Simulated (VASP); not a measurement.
Here is a VASP 6.6.1 calculation.

File INCAR:

```
PREC = Accurate
ENCUT = 520
EDIFF = 1E-6
ISMEAR = -1
SIGMA = 0.1
LREAL = F
LASPH = T
NELM = 150
ALGO = Normal
ISIF = 2
LWAVE = F
LCHARG = T
MAGMOM = 0 0 0
LORBIT = 11
LSORBIT = T
GGA_COMPAT = F
LORBMOM = T
GGA = PE
LVHAR = T
NBANDS = 25
```

KPOINTS

```
regular mesh
0
Gamma
  13 13 13
```

POSCAR

```
Ge
1.0
    0.0000000000      2.1385113409      2.1385113409
    2.1385113409      0.0000000000      2.1385113409
    2.1385113409      2.1385113409      0.0000000000
Ge
1
Direct
    0.0000000000      0.0000000000      0.0000000000
```

Potentials or basis: VASP PAW PBE potentials, release 64 (Ge_d).

Launch:

```console
$ cat potpaw_PBE.64/Ge_d/POTCAR > POTCAR
$ mpirun -np 1 vasp_ncl > vasp.out
```

(1) Predict the pressure.

(2) What does it give for the net moment?

## Answers

(1) -0.1 GPa.

(2) 0.00 μB per cell.
